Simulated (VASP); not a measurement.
# SiO2 (P4_12_12) in VASP: a series of runs

Aim: see how the results for SiO2 move with the level of theory and the settings. Levels: PBE, r2SCAN. Tasks: electric field gradients.

All numbers are computed with VASP 6.6.1; they aren't measurements. Logs are shortened: lines on timing, memory, paths and dates and some standing lists are left out, and cuts for length are marked.

### Step 1. The cell of the first run

The structure is tetragonal, space group P4_12_12 (No. 92). The conventional cell has a = 4.933 Å, b = 4.933 Å, c = 6.465 Å, α = 90.00°, β = 90.00°, γ = 90.00°. Si (site symmetry 2) has 4 O at 1.62 Å within 2.2 Å. O (site symmetry 1) has 2 Si at 1.62 Å within 2.2 Å.

### Step 2. Electric field gradients, PBE

INCAR reads:

```
  PREC = Accurate
  ENCUT = 520
  EDIFF = 1E-8
  ISMEAR = -1
  SIGMA = 0.02
  LREAL = F
  LASPH = T
  NELM = 80
  ALGO = Normal
  ISIF = 2
  LWAVE = F
  LCHARG = F
  GGA = PE
  LEFG = T
  NBANDS = 44
```

KPOINTS reads:

```
Automatic mesh
0
Gamma
  4 4 3
```

POSCAR reads:

```
SiO2
1.0
    4.9329000000      0.0000000000      0.0000000000
    0.0000000000      4.9329000000      0.0000000000
    0.0000000000      0.0000000000      6.4645000000
Si O
4 8
Direct
    0.6822900000      0.6822900000      0.5000000000
    0.8177100000      0.1822900000      0.7500000000
    0.3177100000      0.3177100000      0.0000000000
    0.1822900000      0.8177100000      0.2500000000
    0.3645700000      0.7316500000      0.4480700000
    0.7683500000      0.8645700000      0.6980700000
    0.6354300000      0.2683500000      0.9480700000
    0.2316500000      0.1354300000      0.1980700000
    0.8645700000      0.7683500000      0.3019300000
    0.2683500000      0.6354300000      0.0519300000
    0.1354300000      0.2316500000      0.8019300000
    0.7316500000      0.3645700000      0.5519300000
```

Potentials or basis: VASP PAW PBE potentials, release 64 (Si, O).

On the command line:

```sh
$ cat potpaw_PBE.64/Si/POTCAR potpaw_PBE.64/O/POTCAR > POTCAR
$ mpirun -np 1 vasp_std > vasp.out
```

OUTCAR:

```text
PREC = Accurate
   ENCUT = 520
   EDIFF = 1E-8
   ISMEAR = -1
   LREAL = F
   LASPH = T
   NELM = 80
   ISIF = 2
   GGA = PE

 ion  position               nearest neighbor table
   1  0.682  0.682  0.500-   6 1.62   9 1.62   5 1.62  12 1.62   2 3.02   4 3.02   2 3.02   4 3.02

   2  0.818  0.182  0.750-   7 1.62  12 1.62  11 1.62   6 1.62   1 3.02   3 3.02   1 3.02   3 3.02

   3  0.318  0.318  0.000-   8 1.62  11 1.62  10 1.62   7 1.62   2 3.02   4 3.02   4 3.02   2 3.02

   4  0.182  0.818  0.250-   5 1.62  10 1.62   9 1.62   8 1.62   1 3.02   3 3.02   3 3.02   1 3.02

   5  0.365  0.732  0.448-   4 1.62   1 1.62
   6  0.768  0.865  0.698-   1 1.62   2 1.62
   7  0.635  0.268  0.948-   2 1.62   3 1.62
   8  0.232  0.135  0.198-   3 1.62   4 1.62
   9  0.865  0.768  0.302-   1 1.62   4 1.62
  10  0.268  0.635  0.052-   4 1.62   3 1.62
  11  0.135  0.232  0.802-   3 1.62   2 1.62
  12  0.732  0.365  0.552-   2 1.62   1 1.62

  LATTYP: Found a simple tetragonal cell.
 ALAT       =     4.9329000000
 C/A-ratio  =     1.3104867319

  Lattice vectors:

 A1 = (   4.9329000000,   0.0000000000,   0.0000000000)
 A2 = (   0.0000000000,   4.9329000000,   0.0000000000)
 A3 = (   0.0000000000,   0.0000000000,   6.4645000000)

Analysis of symmetry for initial positions (statically):
=====================================================================
 Subroutine PRICEL returns:
 Original cell was already a primitive cell.

 Routine SETGRP: Setting up the symmetry group for a
 simple tetragonal supercell.

 Subroutine GETGRP returns: Found  8 space group operations
 (whereof  2 operations were pure point group operations)
 out of a pool of 16 trial point group operations.

The static configuration has the point symmetry C_2 .
 The point group associated with its full space group is D_4 .

Analysis of symmetry for dynamics (positions and initial velocities):
=====================================================================
 Subroutine PRICEL returns:
 Original cell was already a primitive cell.

 Routine SETGRP: Setting up the symmetry group for a
 simple tetragonal supercell.

 Subroutine GETGRP returns: Found  8 space group operations
 (whereof  2 operations were pure point group operations)
 out of a pool of 16 trial point group operations.

The dynamic configuration has the point symmetry C_2 .
 The point group associated with its full space group is D_4 .

 Subroutine INISYM returns: Found  8 space group operations
 (whereof  2 operations are pure point group operations),
 and found     1 'primitive' translations

----------------------------------------------------------------------------------------

                                     Primitive cell

  volume of cell :     157.3039

  direct lattice vectors                    reciprocal lattice vectors
     4.932900000  0.000000000  0.000000000     0.202720509  0.000000000  0.000000000
     0.000000000  4.932900000  0.000000000     0.000000000  0.202720509  0.000000000
     0.000000000  0.000000000  6.464500000     0.000000000  0.000000000  0.154691005

  length of vectors
     4.932900000  4.932900000  6.464500000     0.202720509  0.202720509  0.154691005

  position of ions in fractional coordinates (direct lattice)
     0.682290000  0.682290000  0.500000000
     0.817710000  0.182290000  0.750000000
     0.317710000  0.317710000  0.000000000
     0.182290000  0.817710000  0.250000000
     0.364570000  0.731650000  0.448070000
     0.768350000  0.864570000  0.698070000
     0.635430000  0.268350000  0.948070000
     0.231650000  0.135430000  0.198070000
     0.864570000  0.768350000  0.301930000
     0.268350000  0.635430000  0.051930000
     0.135430000  0.231650000  0.801930000
     0.731650000  0.364570000  0.551930000

  ion indices of the primitive-cell ions
   primitive index   ion index
                 1           1
                 2           2
                 3           3
                 4           4
                 5           5
                 6           6
                 7           7
                 8           8
                 9           9
                10          10
                11          11
                12          12

----------------------------------------------------------------------------------------

 KPOINTS: Automatic mesh

Automatic generation of k-mesh.
 Grid dimensions read from file:
 generate k-points for:    4    4    3
[... 46 lines left out ...]
   LNONCOLLINEAR =      F non collinear calculations
   LSORBIT =      F    spin-orbit coupling
   LASPH  =      T    aspherical Exc in radial PAW
   ENCUT  =  520.0 eV  38.22 Ry    6.18 a.u.   9.17  9.17 12.02*2*pi/ulx,y,z
   NELM   =     80;   NELMIN=  2; NELMDL= -5     # of ELM steps
   EDIFF  = 0.1E-07   stopping-criterion for ELM
   LREAL  =      F    real-space projection
   EDIFFG = 0.1E-06   stopping-criterion for IOM
   NSW    =      0    number of steps for IOM
   IBRION =     -1    ionic relax: 0-MD 1-quasi-New 2-CG
   NFREE  =      0    steps in history (QN), initial steepest desc. (CG)
   ISIF   =      2    stress and relaxation
   ISYM   =      2    0-nonsym 1-usesym 2-fastsym
   POTIM  = 0.5000    time-step for ionic-motion
   TEBEG  =    0.0;   TEEND  =   0.0 temperature during run
   PSTRESS=    0.0 pullay stress
   NELECT =      64.0000    total number of electrons
   NUPDOWN=      -1.0000    fix difference up-down
   EMIN   =  10.00;   EMAX   =-10.00  energy-range for DOS
   EFERMI =   0.00;   METHOD = LEGACY
   ISMEAR =    -1;   SIGMA  =   0.02  broadening in eV -4-tet -1-fermi 0-gaus
   EFERMI_NEDOS =   21; number of points for ismear=-14 and -15
   IALGO  =     38    algorithm
   IMIX   =      4    mixing-type and parameters
     AMIX     =   0.40;   BMIX     =  1.00
     AMIX_MAG =   1.60;   BMIX_MAG =  1.00
  volume/ion in A,a.u.               =      13.11        88.46
  Fermi-wavevector in a.u.,A,eV,Ry     =   1.213077  2.292383 20.021726  1.471555
  Thomas-Fermi vector in A             =   2.348540
   LORBIT       =      0    0 simple, 1 ext, 2 COOP (PROOUT), +10 PAW based schemes
   GGA     = PE    functional components
   LHFCALC =     F    Hartree Fock is set to
   AEXX    =    0.0000 exact exchange contribution
   IVDW    =     0    specifies the selected vdW correction
   LEPSILON=     F    determine dielectric tensor
   LRPA    =     F    only Hartree local field effects (RPA)
 non-spin polarized calculation
  energy-cutoff  :      520.00
  volume of cell :      157.30
 maximum number of plane-waves:      4250
 NGX is ok and might be reduce to    40
   NGX = 19   NGY = 19   NGZ = 25

 number of electron      63.9999990 magnetization

 Free energy of the ion-electron system (eV)
  ---------------------------------------------------
  ext. energy  EPLUGINS =         0.00000000
  ---------------------------------------------------
  free energy    TOTEN  =       -94.64249503 eV

  energy without entropy =      -94.64249503  energy(sigma->0) =      -94.64249503

 E-fermi :   1.3471     XC(G=0):  -8.9764

 val. band max:        0.8415242185   @ k =   0.0000   0.0000   0.0000
 cond. band min:       6.5479237505   @ k =   0.0000   0.0000   0.0000
 fundamental gap:      5.7063995320
 Fermi energy:         1.3470558419

 k-point     1 :       0.0000    0.0000    0.0000
  band No.  band energies     occupation
      1     -18.6785      2.00000
      2     -17.6987      2.00000
      3     -17.6987      2.00000
      4     -16.5462      2.00000
      5     -16.5427      2.00000
      6     -16.5427      2.00000
[... 553 lines left out ...]
     43      11.7459      0.00000
     44      11.7459      0.00000

------------------------ aborting loop because EDIFF is reached ----------------------------------------

  FORCE on cell =-STRESS in cart. coord.  units (eV):
  Direction    XX          YY          ZZ          XY          YZ          ZX
  --------------------------------------------------------------------------------------
  -------------------------------------------------------------------------------------
  Total        3.0599904      3.0599904      6.3141843     -0.0000000      0.0000000      0.0000000
  in kB       31.1667188     31.1667188     64.3114456     -0.0000000      0.0000000      0.0000000
  external PRESSURE =      42.2149611 kB  Pullay stress =       0.0000000 kB

 VOLUME and BASIS-vectors are now :
 -----------------------------------------------------------------------------
  energy-cutoff  :      520.00
  volume of cell :      157.30
      direct lattice vectors                 reciprocal lattice vectors
     4.932900000  0.000000000  0.000000000     0.202720509  0.000000000  0.000000000
     0.000000000  4.932900000  0.000000000     0.000000000  0.202720509  0.000000000
     0.000000000  0.000000000  6.464500000     0.000000000  0.000000000  0.154691005

 POSITION                                       TOTAL-FORCE (eV/Angst)
 -----------------------------------------------------------------------------------
      3.36567      3.36567      3.23225         0.003200      0.003200      0.000000
      4.03368      0.89922      4.84837        -0.003200      0.003200      0.000000
      1.56723      1.56723      0.00000        -0.003200     -0.003200      0.000000
      0.89922      4.03368      1.61613         0.003200     -0.003200      0.000000
      1.79839      3.60916      2.89655         0.006454     -0.054278      0.194432
      3.79019      4.26484      4.51267         0.054278      0.006454      0.194432
      3.13451      1.32374      6.12880        -0.006454      0.054278      0.194432
      1.14271      0.66806      1.28042        -0.054278     -0.006454      0.194432
      4.26484      3.79019      1.95183         0.006454      0.054278     -0.194432
      1.32374      3.13451      0.33570         0.054278     -0.006454     -0.194432
      0.66806      1.14271      5.18408        -0.006454     -0.054278     -0.194432
      3.60916      1.79839      3.56795        -0.054278      0.006454     -0.194432
 -----------------------------------------------------------------------------------
    total drift:                               -0.000000      0.000000      0.000000

  FREE ENERGIE OF THE ION-ELECTRON SYSTEM (eV)
  ---------------------------------------------------
  free  energy   TOTEN  =       -94.6424950298 eV

  energy  without entropy=      -94.6424950298  energy(sigma->0) =      -94.64249503

 Electric field gradients (V/A^2)
---------------------------------------------------------------------
 ion       V_xx      V_yy      V_zz      V_xy      V_xz      V_yz
---------------------------------------------------------------------
   1      -2.987    -2.987     5.974     0.455    -1.998     1.998
   2      -2.987    -2.987     5.974    -0.455    -1.998    -1.998
   3      -2.987    -2.987     5.974     0.455     1.998    -1.998
   4      -2.987    -2.987     5.974    -0.455     1.998     1.998
   5      49.882   -48.157    -1.725   -25.674    48.677   -20.229
   6     -48.157    49.882    -1.725    25.674    20.229    48.677
   7      49.882   -48.157    -1.725   -25.674   -48.677    20.229
   8     -48.157    49.882    -1.725    25.674   -20.229   -48.677
   9      49.882   -48.157    -1.725    25.674   -48.677   -20.229
  10     -48.157    49.882    -1.725   -25.674   -20.229    48.677
  11      49.882   -48.157    -1.725    25.674    48.677    20.229
  12     -48.157    49.882    -1.725   -25.674    20.229   -48.677
---------------------------------------------------------------------

 Electric field gradients after diagonalization (V/A^2)
 (convention: |V_zz| > |V_xx| > |V_yy|)
----------------------------------------------------------------------
 ion       V_xx      V_yy      V_zz     asymmetry (V_yy - V_xx)/ V_zz
----------------------------------------------------------------------
   1      -4.225    -2.532     6.757       0.251
   2      -4.225    -2.532     6.757       0.251
   3      -4.225    -2.532     6.757       0.251
   4      -4.225    -2.532     6.757       0.251
   5     -56.561   -30.401    86.963       0.301
   6     -56.561   -30.401    86.963       0.301
   7     -56.561   -30.401    86.963       0.301
   8     -56.561   -30.401    86.963       0.301
   9     -56.561   -30.401    86.963       0.301
  10     -56.561   -30.401    86.963       0.301
  11     -56.561   -30.401    86.963       0.301
  12     -56.561   -30.401    86.963       0.301
----------------------------------------------------------------------

           NMR quadrupolar parameters

 Cq : quadrupolar parameter    Cq=e*Q*V_zz/h
 eta: asymmetry parameters     (V_yy - V_xx)/ V_zz
 Q  : nuclear electric quadrupole moment in mb (millibarn)
----------------------------------------------------------------------
 ion       Cq(MHz)       eta       Q (mb)
----------------------------------------------------------------------
   1       0.016       0.251       1.000
   2       0.016       0.251       1.000
   3       0.016       0.251       1.000
   4       0.016       0.251       1.000
   5       0.210       0.301       1.000
   6       0.210       0.301       1.000
   7       0.210       0.301       1.000
   8       0.210       0.301       1.000
   9       0.210       0.301       1.000
  10       0.210       0.301       1.000
  11       0.210       0.301       1.000
  12       0.210       0.301       1.000
----------------------------------------------------------------------
```

It took 83 s on 1 thread of AMD EPYC 7R43 (Zen 3), shared host; peak memory 0.24 GiB.

Results:

```
Free energy            : -94.6425 eV
Pressure               : 4.2 GPa
Largest force          : 0.202 eV/Å
Band gap on the k mesh : 5.71 eV, direct
```

Forces in eV/Å, atoms in the order of the input:
```
Si   0.003  0.003  0.000
Si  -0.003  0.003  0.000
Si  -0.003 -0.003  0.000
Si   0.003 -0.003  0.000
O    0.006 -0.054  0.194
O    0.054  0.006  0.194
O   -0.006  0.054  0.194
O   -0.054 -0.006  0.194
O    0.006  0.054 -0.194
O    0.054 -0.006 -0.194
O   -0.006 -0.054 -0.194
O   -0.054  0.006 -0.194
```

Stress tensor (GPa, compression positive):
```
3.12 0.00 0.00
0.00 3.12 0.00
0.00 0.00 6.43
```

Electric field gradients, principal values (V/Å²):
```tsv
atom	least	middle	greatest (by size)
1 Si	-2.532	-4.225	6.757
2 Si	-2.532	-4.225	6.757
3 Si	-2.532	-4.225	6.757
4 Si	-2.532	-4.225	6.757
5 O	-30.401	-56.561	86.963
6 O	-30.401	-56.561	86.963
7 O	-30.401	-56.561	86.963
8 O	-30.401	-56.561	86.963
9 O	-30.401	-56.561	86.963
10 O	-30.401	-56.561	86.963
11 O	-30.401	-56.561	86.963
12 O	-30.401	-56.561	86.963
```

Caveat: without QUAD_EFG the Cq values of the log hold for a quadrupole moment of 1 mb, not for the nuclei.

[end of part 1 of 2]
